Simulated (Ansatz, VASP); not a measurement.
**SnSe2 in VASP and in Ansatz**

```
Sn Se
1.0
     3.69667    0.00000    0.00000
    -1.84833    3.20141    0.00000
     0.00000    0.00000    5.95289
Sn Se
1 2
Cartesian
  0.0000 0.0000 0.0000
  0.0000 2.1343 1.4882
  1.8483 1.0671 4.4647
```

Change from the starting cell: strain -0.030 along x and y, -0.030 along z, atoms carried along.

Alike in both runs: task single point; functional PBE; k mesh 12 × 12 × 6; occupations gaussian, width 0.05 eV; no spin polarisation.

|  | VASP | Ansatz |
| --- | --- | --- |
| version | VASP 6.6.1 | Ansatz 0.2.0 |
| potentials or method | VASP PAW PBE potentials, release 64 (Sn_d, Se), cutoff 520 eV | scalar-relativistic, plane waves, PAW |
| valence electrons in the cell | 26 | 46 |

Ansatz gave:

```
gap on the k mesh at the Fermi level (eV)                     : 0.82
least direct gap on the mesh (eV)                             : 1.51
pressure (GPa)                                                : 14.3
traceless stress, the component that is largest in VASP (GPa) : 0.69
rms of the force components (eV/Å)                            : 0.830
```

Question: Which values does VASP return?

Answer: gap on the k mesh at the Fermi level (eV): 0.81; least direct gap on the mesh (eV): 1.51; pressure (GPa): 14.5; traceless stress, the component that is largest in VASP (GPa): 0.70; rms of the force components (eV/Å): 0.841.

Atom by atom the forces differ by 0.011 eV/Å (rms over components). VASP's potentials hold 26 valence electrons a cell and Ansatz's 46, so a difference there can come from the potentials and not from the codes.
